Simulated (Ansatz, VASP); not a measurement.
**One calculation of MnS, two programs**

INCAR

```
PREC     = Accurate       # precision mode
ENCUT    = 520            # plane-wave cutoff, eV
EDIFF    = 1E-7           # SCF threshold, eV
ISMEAR   = 0              # smearing method
SIGMA    = 0.15           # smearing width, eV
LREAL    = F              # projectors in reciprocal space
LASPH    = T              # aspherical terms in the spheres
NELM     = 80             # most SCF steps
ALGO     = Normal         # electronic algorithm
ISIF     = 2              # what is computed and relaxed
LWAVE    = F              # write WAVECAR
LCHARG   = T              # write CHGCAR
GGA      = PS             # functional
LELF     = T              # ELF
LVHAR    = T            
NBANDS   = 16             # bands
```

File KPOINTS:

```
regular mesh
0
Gamma
  16 16 16
```

POSCAR

```
MnS
1.0
    0.0000000000      2.9431902679      2.9431902679
    2.9431902679      0.0000000000      2.9431902679
    2.9431902679      2.9431902679      0.0000000000
Mn S
1 1
Direct
    0.0000000000      0.0000000000      0.0000000000
    0.7500000000      0.7500000000      0.7500000000
```

Input for Ansatz:

```yaml
crystal:
  lattice:
    - [0.0, 2.9431902679, 2.9431902679]
    - [2.9431902679, 0.0, 2.9431902679]
    - [2.9431902679, 2.9431902679, 0.0]
  atoms:
    - { symbol: Mn, position: [0.0, 0.0, 0.0] }
    - { symbol: S, position: [0.75, 0.75, 0.75] }
basis:
  ecutwfc: 520.0
kpoints:
  mp_grid: { grid: [16, 16, 16] }
hamiltonian:
  xc: pbesol
scf:
  occupations: { method: gaussian, width: 0.15 }
  lower_state_search: "off"
output:
  forces: true
  stress: true
  eigenvalues: true
```

Alike in both runs: task single point; functional PBEsol; k mesh 16 × 16 × 16; occupations gaussian, width 0.15 eV; no spin polarisation.

```csv
,VASP,Ansatz
version,VASP 6.6.1,Ansatz 0.2.0
potentials or method,"VASP PAW PBE potentials, release 64 (Mn_pv, S), cutoff 520 eV","scalar-relativistic, plane waves, PAW"
valence electrons in the cell,19,21
```

VASP gave:

| Item | Value |
| --- | --- |
| gap on the k mesh at the Fermi level (eV) | none |
| pressure (GPa) | -23.3 |

Problem. What did Ansatz give for the same quantities?

Solution. gap on the k mesh at the Fermi level (eV): none; pressure (GPa): -23.5.

VASP's potentials were made for PBE, not for PBEsol. A gap of «none» marks a metal or a gap that the smearing closes. VASP's potentials hold 19 valence electrons a cell and Ansatz's 21, so a difference there can come from the potentials and not from the codes.
